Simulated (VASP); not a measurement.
Input of a VASP 6.6.1 run:

The input INCAR:

```
SYSTEM = Mg
  AGGAC = 1.0
  AGGAX = 1.0
  ALDAC = 0.0
  ALDAX = 1.0
  ALGO = Normal
  EDIFF = 1E-7
  ENCUT = 520
  GGA = B5
  ISIF = 2
  ISMEAR = -1
  LASPH = .TRUE.
  LCHARG = .FALSE.
  LREAL = .FALSE.
  LWAVE = .FALSE.
  NBANDS = 7
  NELM = 100
  PREC = Accurate
  SIGMA = 0.1
```

File KPOINTS:

```
k-points
0
G
  13 13 13
  0 0 0
```

POSCAR

```
Mg
1.0
    0.0000000000      2.3103921557      2.3103921557
    2.3103921557      0.0000000000      2.3103921557
    2.3103921557      2.3103921557      0.0000000000
Mg
1
Direct
    0.0000000000      0.0000000000      0.0000000000
```

Potentials or basis: VASP PAW PBE potentials, release 64 (Mg).

Launch:

```console
$ cat potpaw_PBE.64/Mg/POTCAR > POTCAR
$ mpirun -np 1 vasp_std > vasp.out
```

Problem. Predict the band gap on the k mesh.

Solution. Zero (band 1 reaches 3.50 eV, above the bottom of band 2 at 1.64 eV).

Problem. What does it give for the pressure?

Solution. -1.1 GPa.

Caveat: the PAW data sets were made with another functional, which shifts forces and pressure a little.
